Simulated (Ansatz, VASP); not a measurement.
**Mn3Si in VASP and in Ansatz**

```
CELL_PARAMETERS angstrom
2.82793 0.00000 0.00000
0.00000 2.82793 0.00000
0.00000 0.00000 5.75914
ATOMIC_POSITIONS crystal
Mn 0.50000 0.50000 0.00000
Mn 0.00000 0.00000 0.25345
Mn 0.00000 0.00000 0.74655
Si 0.50000 0.50000 0.50000
```

Change from the starting cell: volume scaled by 1.04.

Alike in both runs: task single point; functional PBEsol; k mesh 10 × 10 × 5; occupations fermi-dirac, width 0.05 eV; collinear spin.

```csv
,VASP,Ansatz
version,VASP 6.6.1,Ansatz 0.2.0
potentials or method,"VASP PAW PBE potentials, release 64 (Mn_pv, Si), cutoff 520 eV","all-electron LAPW, scalar-relativistic"
```

Ansatz gave:

```
gap on the k mesh at the Fermi level (eV)                     : none
pressure (GPa)                                                : -16.7
traceless stress, the component that is largest in VASP (GPa) : 0.21
rms of the force components (eV/Å)                            : 0.022
net moment per atom (μB)                                      : 0.29
size of the moment on the site where the two differ most (μB) : 2.08
```

Question: Estimate VASP's values.

Answer: gap on the k mesh at the Fermi level (eV): none; pressure (GPa): -16.4; traceless stress, the component that is largest in VASP (GPa): 0.17; rms of the force components (eV/Å): 0.025; net moment per atom (μB): 0.29; size of the moment on the site where the two differ most (μB): 2.11.

VASP's potentials were made for PBE, not for PBEsol. Site moments also hang on the region over which each program counts them. Atom by atom the forces differ by 0.003 eV/Å (rms over components). A gap of «none» marks a metal or a gap that the smearing closes. Ansatz ran all-electron here, and VASP with PAW potentials.
